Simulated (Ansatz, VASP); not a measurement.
Two plane-wave programs on BP

File POSCAR:

```
BP
1.0
    0.0000000000      2.1328600000      2.2690000000
    2.2690000000      0.0000000000      2.2690000000
    2.2690000000      2.1328600000      0.0000000000
B P
1 1
Direct
    0.0000000000      0.0000000000      0.0000000000
    0.7500000000      0.7500000000      0.7500000000
```

INCAR.step1

```
ALGO = Normal ; EDIFF = 1E-4
ENCUT = 520 ; GGA = PE
ISMEAR = 0 ; LASPH = T
LCHARG = F ; LREAL = F
LWAVE = T ; NBANDS = 11
NELM = 60 ; PREC = Accurate
SIGMA = 0.05
```

Contents of INCAR.step2:

```
ALGO = Normal ; EDIFF = 1E-6
ENCUT = 520 ; ISIF = 2
ISMEAR = 0 ; ISTART = 1
LASPH = T ; LCHARG = F
LMIXTAU = T ; LREAL = F
LWAVE = F ; METAGGA = R2SCAN
NBANDS = 11 ; NELM = 60
PREC = Accurate ; SIGMA = 0.05
```

File KPOINTS:

```
k-points
0
Gamma
  10 10 10
```

Input for Ansatz:

```yaml
crystal:
  lattice:
    - [0.0, 2.13286, 2.269]
    - [2.269, 0.0, 2.269]
    - [2.269, 2.13286, 0.0]
  atoms:
    - { symbol: B, position: [0.0, 0.0, 0.0] }
    - { symbol: P, position: [0.75, 0.75, 0.75] }
basis:
  ecutwfc: 500
kpoints:
  mp_grid: { grid: [10, 10, 10] }
hamiltonian:
  xc: r2scan
scf:
  occupations: { method: gaussian, width: 0.05 }
output:
  forces: true
  stress: true
  eigenvalues: true
  write_density: true
  write_potential: true
  elf: true
  volumetric_format: npy
```

Change from the starting cell: strain -0.0600 x Voigt [0, 1, 0, 0, 0, 0], atoms carried along.

Alike in both runs: task single point; functional r2SCAN; k mesh 10 × 10 × 10; occupations gaussian, width 0.05 eV; no spin polarisation.

|  | VASP | Ansatz |
| --- | --- | --- |
| version | VASP 6.6.1 | Ansatz 0.2.0 |
| potentials or method | VASP PAW PBE potentials, release 64 (B, P), cutoff 520 eV | scalar-relativistic, plane waves, PAW |
| valence electrons in the cell | 8 | 8 |

Ansatz gave:

* gap on the k mesh at the Fermi level (eV): 0.35
* least direct gap on the mesh (eV): 3.06
* pressure (GPa): 11.5
* traceless stress, the component that is largest in VASP (GPa): 11.42

Problem. Which values does VASP return?

Solution. gap on the k mesh at the Fermi level (eV): 0.37; least direct gap on the mesh (eV): 3.09; pressure (GPa): 10.9; traceless stress, the component that is largest in VASP (GPa): 11.47.

VASP's potentials were made for PBE, not for r2SCAN. The functional is the same, so the differences come from potentials, cutoffs and numerics.
